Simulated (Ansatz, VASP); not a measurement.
## Two plane-wave programs on NaCl

The input INCAR:

```
PREC = Accurate
ENCUT = 500
EDIFF = 1E-6
ISMEAR = -1
SIGMA = 0.05
LREAL = False
LASPH = True
NELM = 120
ALGO = Normal
ISIF = 2
LWAVE = False
LCHARG = False
GGA = PE
NBANDS = 14
GGA_COMPAT = False
```

File KPOINTS:

```
regular mesh
0
Gamma
  8 8 8
```

File POSCAR:

```
NaCl
1.0
    0.0000000000      2.7753105505      2.7753105505
    2.7753105505      0.0000000000      2.7753105505
    2.7753105505      2.7753105505      0.0000000000
Cl Na
1 1
Direct
    0.5000000000      0.5000000000      0.5000000000
    0.0000000000      0.0000000000      0.0000000000
```

Contents of input.yaml:

```yaml
crystal:
  lattice:
    - [0.0, 2.7753105505, 2.7753105505]
    - [2.7753105505, 0.0, 2.7753105505]
    - [2.7753105505, 2.7753105505, 0.0]
  atoms:
    - { symbol: Cl, position: [0.5, 0.5, 0.5] }
    - { symbol: Na, position: [0.0, 0.0, 0.0] }
hamiltonian:
  xc: pbe
  pseudopotentials: { kind: paw, azcp: { folder: soft_1 } }
kpoints:
  mp_grid: { grid: [8, 8, 8] }
scf:
  occupations: { method: fermi_dirac, width: 0.05 }
output:
  forces: true
  stress: true
  eigenvalues: true
```

Alike in both runs: task single point; functional PBE; k mesh 8 × 8 × 8; occupations fermi-dirac, width 0.05 eV; no spin polarisation.

|  | VASP | Ansatz |
| --- | --- | --- |
| version | VASP 6.6.1 | Ansatz 0.2.0 |
| potentials or method | VASP PAW PBE potentials, release 64 (Cl, Na_pv) | Ansatz PAW soft_1 |
| plane-wave cutoff (eV) | 500 | 420 |
| valence electrons in the cell | 14 | 16 |

Ansatz gave:

```
gap on the k mesh at the Fermi level (eV) : 5.30
least direct gap on the mesh (eV)         : 5.30
pressure (GPa)                            : 2.2
```

Task: Estimate VASP's values.

Result: gap on the k mesh at the Fermi level (eV): 5.30; least direct gap on the mesh (eV): 5.30; pressure (GPa): 2.1.

VASP's potentials hold 14 valence electrons a cell and Ansatz's 16, so a difference there can come from the potentials and not from the codes.
